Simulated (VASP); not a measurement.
# Ca4CF10 in VASP: a series of runs

Runs on Ca4CF10. Level: PBE. Tasks: single point.

Everything below comes from runs of VASP 6.6.1. Logs are shortened: lines on timing, memory, paths and dates and some standing lists are left out, and cuts for length are marked.

## Step 1: The cell of the first run

The cell holds a slab with vacuum, 15 atoms: a = 5.407 Å, b = 5.407 Å, c = 16.055 Å, α = 90.00°, β = 90.00°, γ = 90.00°.

## Step 2: Single point, PBE

The input, INCAR:

```
SYSTEM = Ca4CF10
PREC = Accurate
ENCUT = 520
EDIFF = 1E-7
ISMEAR = -1
SIGMA = 0.02
LREAL = Auto
LASPH = .TRUE.
NELM = 60
ALGO = Normal
ISIF = 2
LWAVE = .FALSE.
LCHARG = .TRUE.
GGA = PE
LELF = .TRUE.
LVHAR = .TRUE.
NBANDS = 70
```

The input, KPOINTS:

```
regular mesh
0
G
  2 2 1
  0 0 0
```

The input, POSCAR:

```
Ca4CF10
1.0
    5.4066000000      0.0000000000      0.0000000000
    0.0000000000      5.4066000000      0.0000000000
    0.0000000000      0.0000000000     16.0549500000
Ca F C
4 10 1
Direct
    0.0000000000      0.0000000000      0.0622861000
   -0.0039337668      0.6689113612      0.2548966824
    0.5108490060      0.1468420987      0.2479416162
    0.5000000000      0.5000000000      0.0622861000
    0.1691878402      0.9900313479      0.1894606278
    0.3250557149      0.4818387340      0.1933507018
    0.1419283069      0.3448153794      0.0123861885
    0.3593601556      0.8446370839      0.0124046368
    0.8304359168      0.6664114655      0.1228974607
    0.6704543356      0.1668776978      0.1197817799
    0.8722761018      0.2901881535      0.3103613476
    0.6265541098      0.7908027861      0.2953209133
   -0.0643423474      0.0754510252      0.4426072704
    0.2596409050      0.2062605057      0.3820586783
    0.0577678809      0.0507049120      0.3724891434
```

Potentials or basis: VASP PAW PBE potentials, release 64 (Ca_sv, F, C).

On the command line:

```console
cat potpaw_PBE.64/Ca_sv/POTCAR potpaw_PBE.64/F/POTCAR potpaw_PBE.64/C/POTCAR > POTCAR
mpirun -np 1 vasp_std > vasp.out
```

OUTCAR:

```text
SYSTEM = Ca4CF10
   PREC = Accurate
   ENCUT = 520
   EDIFF = 1E-7
   ISMEAR = -1
   LREAL = Auto
   LASPH = .TRUE.
   NELM = 60
   ISIF = 2
   GGA = PE

 ion  position               nearest neighbor table
   1  0.000  0.000  0.062-   7 2.17  10 2.20   5 2.24   9 2.25   8 2.26
   2  0.996  0.669  0.255-  12 2.20   5 2.23   6 2.27   9 2.30  11 2.33
   3  0.511  0.147  0.248-  12 2.16  10 2.23   5 2.24   6 2.25  11 2.33
   4  0.500  0.500  0.062-   8 2.17  10 2.22   9 2.22   7 2.26   6 2.31
   5  0.169  0.990  0.189-   2 2.23   1 2.24   3 2.24
   6  0.325  0.482  0.193-   3 2.25   2 2.27   4 2.31
   7  0.142  0.345  0.012-   1 2.17   4 2.26
   8  0.359  0.845  0.012-   4 2.17   1 2.26
   9  0.830  0.666  0.123-   4 2.22   1 2.25   2 2.30
  10  0.670  0.167  0.120-   1 2.20   4 2.22   3 2.23
  11  0.872  0.290  0.310-  15 1.92   3 2.33   2 2.33
  12  0.627  0.791  0.295-   3 2.16   2 2.20
  13  0.936  0.075  0.443-  15 1.31
  14  0.260  0.206  0.382-  15 1.39
  15  0.058  0.051  0.372-  13 1.31  14 1.39  11 1.92

  LATTYP: Found a simple tetragonal cell.
 ALAT       =     5.4066000000
 C/A-ratio  =     2.9695094884

  Lattice vectors:

 A1 = (   5.4066000000,   0.0000000000,   0.0000000000)
 A2 = (   0.0000000000,   5.4066000000,   0.0000000000)
 A3 = (   0.0000000000,   0.0000000000,  16.0549500000)

Analysis of symmetry for initial positions (statically):
=====================================================================
 Subroutine PRICEL returns:
 Original cell was already a primitive cell.

 Routine SETGRP: Setting up the symmetry group for a
 simple tetragonal supercell.

 Subroutine GETGRP returns: Found  1 space group operations
 (whereof  1 operations were pure point group operations)
 out of a pool of 16 trial point group operations.

The static configuration has the point symmetry C_1 .

Analysis of symmetry for dynamics (positions and initial velocities):
=====================================================================
 Subroutine PRICEL returns:
 Original cell was already a primitive cell.

 Routine SETGRP: Setting up the symmetry group for a
 simple tetragonal supercell.

 Subroutine GETGRP returns: Found  1 space group operations
 (whereof  1 operations were pure point group operations)
 out of a pool of 16 trial point group operations.

The dynamic configuration has the point symmetry C_1 .

 Subroutine INISYM returns: Found  1 space group operations
 (whereof  1 operations are pure point group operations),
 and found     1 'primitive' translations

----------------------------------------------------------------------------------------

                                     Primitive cell

  volume of cell :     469.3074

  direct lattice vectors                    reciprocal lattice vectors
     5.406600000  0.000000000  0.000000000     0.184959124  0.000000000  0.000000000
     0.000000000  5.406600000  0.000000000     0.000000000  0.184959124  0.000000000
     0.000000000  0.000000000 16.054950000     0.000000000  0.000000000  0.062286086

  length of vectors
     5.406600000  5.406600000 16.054950000     0.184959124  0.184959124  0.062286086

  position of ions in fractional coordinates (direct lattice)
     0.000000000  0.000000000  0.062286100
     0.996066233  0.668911361  0.254896682
     0.510849006  0.146842099  0.247941616
     0.500000000  0.500000000  0.062286100
     0.169187840  0.990031348  0.189460628
     0.325055715  0.481838734  0.193350702
     0.141928307  0.344815379  0.012386189
     0.359360156  0.844637084  0.012404637
     0.830435917  0.666411465  0.122897461
     0.670454336  0.166877698  0.119781780
     0.872276102  0.290188153  0.310361348
     0.626554110  0.790802786  0.295320913
     0.935657653  0.075451025  0.442607270
     0.259640905  0.206260506  0.382058678
     0.057767881  0.050704912  0.372489143

  ion indices of the primitive-cell ions
   primitive index   ion index
                 1           1
                 2           2
                 3           3
                 4           4
                 5           5
                 6           6
                 7           7
                 8           8
                 9           9
                10          10
                11          11
                12          12
                13          13
                14          14
                15          15

----------------------------------------------------------------------------------------

 KPOINTS: regular mesh

Automatic generation of k-mesh.
 Grid dimensions read from file:
 generate k-points for:    2    2    1

 Generating k-lattice:

  Cartesian coordinates                     Fractional coordinates (reciprocal lattice)
     0.092479562  0.000000000  0.000000000     0.500000000  0.000000000  0.000000000
     0.000000000  0.092479562  0.000000000     0.000000000  0.500000000  0.000000000
     0.000000000  0.000000000  0.062286086     0.000000000  0.000000000  1.000000000

  Length of vectors
     0.092479562  0.092479562  0.062286086

  Shift w.r.t. Gamma in fractional coordinates (k-lattice)
     0.000000000  0.000000000  0.000000000

 Subroutine IBZKPT returns following result:
 ===========================================

 Found      4 irreducible k-points:

 Following reciprocal coordinates:
            Coordinates               Weight
  0.000000  0.000000  0.000000      1.000000
  0.500000  0.000000  0.000000      1.000000
  0.000000  0.500000  0.000000      1.000000
  0.500000  0.500000  0.000000      1.000000
   k-points           NKPTS =      4   k-points in BZ     NKDIM =      4   number of bands    NBANDS=     70
   number of dos      NEDOS =    301   number of ions     NIONS =     15
   total plane-waves  NPLWV = 192000
   dimension x,y,z NGX =    40 NGY =   40 NGZ =  120
   dimension x,y,z NGXF=    80 NGYF=   80 NGZF=  240
   ions per type =               4  10   1
   NGX,Y,Z   is equivalent  to a cutoff of  12.30, 12.30, 12.43 a.u.
   NGXF,Y,Z  is equivalent  to a cutoff of  24.60, 24.60, 24.85 a.u.
 SYSTEM =  Ca4CF10
   PREC   = accura    normal or accurate (medium, high low for compatibility)
   ISTART =      0    job   : 0-new  1-cont  2-samecut
   ICHARG =      2    charge: 1-file 2-atom 10-const
   ISPIN  =      1    spin polarized calculation?
   LNONCOLLINEAR =      F non collinear calculations
   LSORBIT =      F    spin-orbit coupling
   LASPH  =      T    aspherical Exc in radial PAW
   ENCUT  =  520.0 eV  38.22 Ry    6.18 a.u.  10.05 10.05 29.85*2*pi/ulx,y,z
   NELM   =     60;   NELMIN=  2; NELMDL= -5     # of ELM steps
   EDIFF  = 0.1E-06   stopping-criterion for ELM
   LREAL  =      T    real-space projection
   EDIFFG = 0.1E-05   stopping-criterion for IOM
   NSW    =      0    number of steps for IOM
   IBRION =     -1    ionic relax: 0-MD 1-quasi-New 2-CG
   NFREE  =      0    steps in history (QN), initial steepest desc. (CG)
   ISIF   =      2    stress and relaxation
   ISYM   =      2    0-nonsym 1-usesym 2-fastsym
   POTIM  = 0.5000    time-step for ionic-motion
   TEBEG  =    0.0;   TEEND  =   0.0 temperature during run
   PSTRESS=    0.0 pullay stress
   NELECT =     114.0000    total number of electrons
   NUPDOWN=      -1.0000    fix difference up-down
   EMIN   =  10.00;   EMAX   =-10.00  energy-range for DOS
   EFERMI =   0.00;   METHOD = LEGACY
   ISMEAR =    -1;   SIGMA  =   0.02  broadening in eV -4-tet -1-fermi 0-gaus
   EFERMI_NEDOS =   21; number of points for ismear=-14 and -15
   IALGO  =     38    algorithm
   IMIX   =      4    mixing-type and parameters
     AMIX     =   0.40;   BMIX     =  1.00
     AMIX_MAG =   1.60;   BMIX_MAG =  1.00
  volume/ion in A,a.u.               =      31.29       211.14
  Fermi-wavevector in a.u.,A,eV,Ry     =   1.021466  1.930291 14.196224  1.043393
  Thomas-Fermi vector in A             =   2.155092
   LORBIT       =      0    0 simple, 1 ext, 2 COOP (PROOUT), +10 PAW based schemes
   GGA     = PE    functional components
   LHFCALC =     F    Hartree Fock is set to
   AEXX    =    0.0000 exact exchange contribution
   IVDW    =     0    specifies the selected vdW correction
   LEPSILON=     F    determine dielectric tensor
   LRPA    =     F    only Hartree local field effects (RPA)
 non-spin polarized calculation
  energy-cutoff  :      520.00
  volume of cell :      469.31
 maximum number of plane-waves:     12596
   NGX = 21   NGY = 21   NGZ = 59

 number of electron     114.0000031 magnetization

 Free energy of the ion-electron system (eV)
  ---------------------------------------------------
  ext. energy  EPLUGINS =         0.00000000
  ---------------------------------------------------
  free energy    TOTEN  =       -80.96341772 eV

  energy without entropy =      -80.96341772  energy(sigma->0) =      -80.96341772

 E-fermi :  -3.5310     XC(G=0):  -4.8445

 val. band max:       -4.0283508459   @ k =   0.5000   0.5000   0.0000
 cond. band min:       0.1641364297   @ k =   0.5000   0.0000   0.0000
 fundamental gap:      4.1924872756
 Fermi energy:        -3.5310221132

 k-point     1 :       0.0000    0.0000    0.0000
  band No.  band energies     occupation
      1     -41.3568      2.00000
      2     -41.3287      2.00000
      3     -41.2440      2.00000
      4     -41.1786      2.00000
      5     -30.1957      2.00000
      6     -28.3675      2.00000
[... 61 lines left out ...]
     68       3.9539      0.00000
     69       4.0089      0.00000

 k-point     2 :       0.5000    0.0000    0.0000
  band No.  band energies     occupation
      1     -41.3488      2.00000
      2     -41.3364      2.00000
      3     -41.2416      2.00000
      4     -41.1810      2.00000
      5     -30.1940      2.00000
      6     -28.3705      2.00000
[... 61 lines left out ...]
     68       3.8614      0.00000
     69       3.9693      0.00000

 k-point     3 :       0.0000    0.5000    0.0000
  band No.  band energies     occupation
      1     -41.3495      2.00000
      2     -41.3358      2.00000
      3     -41.2415      2.00000
      4     -41.1810      2.00000
      5     -30.1957      2.00000
      6     -28.3676      2.00000
[... 61 lines left out ...]
     68       3.8781      0.00000
     69       3.9766      0.00000

 k-point     4 :       0.5000    0.5000    0.0000
  band No.  band energies     occupation
      1     -41.3486      2.00000
      2     -41.3363      2.00000
      3     -41.2415      2.00000
      4     -41.1810      2.00000
      5     -30.1939      2.00000
      6     -28.3706      2.00000
[... 61 lines left out ...]
     68       4.0209      0.00000
     69       4.0698      0.00000
 [bands above 69 left out]

------------------------ aborting loop because EDIFF is reached ----------------------------------------

  FORCE on cell =-STRESS in cart. coord.  units (eV):
  Direction    XX          YY          ZZ          XY          YZ          ZX
  --------------------------------------------------------------------------------------
  -------------------------------------------------------------------------------------
  Total        1.2350969      5.5581669      0.5154932      0.2562555     -0.1386974     -0.2267564
  in kB        4.2165202     18.9751285      1.7598518      0.8748353     -0.4735017     -0.7741279
  external PRESSURE =       8.3171669 kB  Pullay stress =       0.0000000 kB

 VOLUME and BASIS-vectors are now :
 -----------------------------------------------------------------------------
  energy-cutoff  :      520.00
  volume of cell :      469.31
      direct lattice vectors                 reciprocal lattice vectors
     5.406600000  0.000000000  0.000000000     0.184959124  0.000000000  0.000000000
     0.000000000  5.406600000  0.000000000     0.000000000  0.184959124  0.000000000
     0.000000000  0.000000000 16.054950000     0.000000000  0.000000000  0.062286086

 POSITION                                       TOTAL-FORCE (eV/Angst)
 -----------------------------------------------------------------------------------
      0.00000      0.00000      1.00000         0.897371     -0.127140     -0.177707
      5.38533      3.61654      4.09235         0.037546     -0.015246      0.031334
      2.76196      0.79392      3.98069        -0.010193      0.043675      0.028664
      2.70330      2.70330      1.00000        -0.911198      0.085939      0.096073
      0.91473      5.35270      3.04178         0.000948      0.011571      0.002014
      1.75745      2.60511      3.10424        -0.003410      0.011112     -0.010201
      0.76735      1.86428      0.19886        -0.010115      0.039850     -0.034991
      1.94292      4.56661      0.19916         0.018292      0.041193     -0.031181
      4.48983      3.60302      1.97311         0.001463     -0.014840      0.005336
      3.62488      0.90224      1.92309        -0.002541     -0.007998      0.010668
      4.71605      1.56893      4.98284         0.013017     -0.023300      0.038137
      3.38753      4.27555      4.74136        -0.032458     -0.054207      0.034797
      5.05873      0.40793      7.10604        -0.236080      0.031360      0.390467
      1.40377      1.11517      6.13393         0.278875      0.198311      0.022871
      0.31233      0.27414      5.98029        -0.041516     -0.220280     -0.406282
 -----------------------------------------------------------------------------------
    total drift:                                0.005003      0.006019     -0.000982

  FREE ENERGIE OF THE ION-ELECTRON SYSTEM (eV)
  ---------------------------------------------------
  free  energy   TOTEN  =       -80.9634177170 eV

  energy  without entropy=      -80.9634177170  energy(sigma->0) =      -80.96341772
```

Wall time 5.4 min (1 thread of Oxide Virtual Turin-like, shared host); peak memory 0.44 GiB.

Results:

- Free energy: -80.9634 eV
- Largest force: 0.924 eV/Å
- Band gap on the k mesh: 4.19 eV, indirect (least direct gap 4.26 eV)

Forces in eV/Å, atoms in the order of the input:
```
Ca   0.897 -0.127 -0.178
Ca   0.038 -0.015  0.031
Ca  -0.010  0.044  0.029
Ca  -0.911  0.086  0.096
F    0.001  0.012  0.002
F   -0.003  0.011 -0.010
F   -0.010  0.040 -0.035
F    0.018  0.041 -0.031
F    0.001 -0.015  0.005
F   -0.003 -0.008  0.011
F    0.013 -0.023  0.038
F   -0.032 -0.054  0.035
F   -0.236  0.031  0.390
F    0.279  0.198  0.023
C   -0.042 -0.220 -0.406
```

Caveat: the k points lie up to 0.58 Å⁻¹ apart.

## Step 3: Single point, PBE

The input, INCAR:

```
PREC = Accurate
ENCUT = 520
EDIFF = 1E-6
ISMEAR = -1
SIGMA = 0.02
LREAL = Auto
LASPH = T
NELM = 60
ALGO = Normal
ISIF = 2
LWAVE = F
LCHARG = F
GGA = PE
NBANDS = 70
```

The input, KPOINTS:

```
regular mesh
0
Gamma
  2 2 1
```

The input, POSCAR:

```
Ca4CF10
1.0
    5.4066000000      0.0000000000      0.0000000000
    0.0000000000      5.4066000000      0.0000000000
    0.0000000000      0.0000000000     16.0549500000
Ca F C
4 10 1
Direct
    0.0000000000      0.0000000000      0.0622860900
    0.0348022074      0.4513594108      0.2516156814
    0.5124156270      0.0134156688      0.2288860382
    0.5000000000      0.5000000000      0.0622860900
    0.2320305132      0.7424900777      0.1783292117
    0.2625474327      0.2346624167      0.1319037190
    0.7420335644      0.2423956576     -0.0055868951
    0.2336663144      0.7346502894     -0.0016844426
    0.7208389821      0.7822068129      0.1291626346
    0.7615113781      0.2851916108      0.1627435096
    0.9015073678      0.0379255760      0.3014648275
    0.6058884315      0.8017399171      0.3669354696
    0.3789517037      0.3219649788      0.3013021951
   -0.0457713992     -0.1539308093      0.4298494625
   -0.1385707675     -0.2246084949      0.3575108327
```

Potentials or basis: VASP PAW PBE potentials, release 64 (Ca_sv, F, C).

On the command line:

```console
cat potpaw_PBE.64/Ca_sv/POTCAR potpaw_PBE.64/F/POTCAR potpaw_PBE.64/C/POTCAR > POTCAR
mpirun -np 1 vasp_std > vasp.out
```

Wall time 5.8 min (1 thread of Oxide Virtual Turin-like, shared host); peak memory 0.42 GiB.

The run converged. Its results:

* Free energy: -81.5295 eV
* Largest force: 0.437 eV/Å
* Band gap on the k mesh: 5.02 eV, indirect (least direct gap 5.08 eV)

Forces on the atoms (eV/Å):
```
Ca  -0.198  0.094 -0.058
Ca  -0.046  0.014  0.020
Ca  -0.001 -0.045  0.016
Ca   0.208 -0.086  0.028
F   -0.008  0.005 -0.028
F   -0.001  0.009  0.030
F   -0.002  0.000 -0.044
F   -0.003 -0.006 -0.050
F   -0.001 -0.009  0.027
F    0.000 -0.001 -0.024
F    0.016  0.026 -0.009
F   -0.304  0.023  0.024
F    0.035  0.029  0.052
F    0.175  0.118  0.382
C    0.129 -0.171 -0.366
```

Levels at points of the mesh, in eV from the valence-band top:
```
           k point  band 55  band 56  band 57  band 58  band 59  band 60
(0.00, 0.00, 0.00)    -1.48    -1.37    -0.12     5.02     5.20     6.35
(0.50, 0.00, 0.00)    -1.59    -1.43    -0.07     5.10     6.02     6.35
(0.00, 0.50, 0.00)    -1.59    -1.43    -0.01     5.08     6.29     6.35
(0.50, 0.50, 0.00)    -1.55    -1.39     0.00     5.08     6.17     6.63
```

Caveat: the k points lie up to 0.58 Å⁻¹ apart.
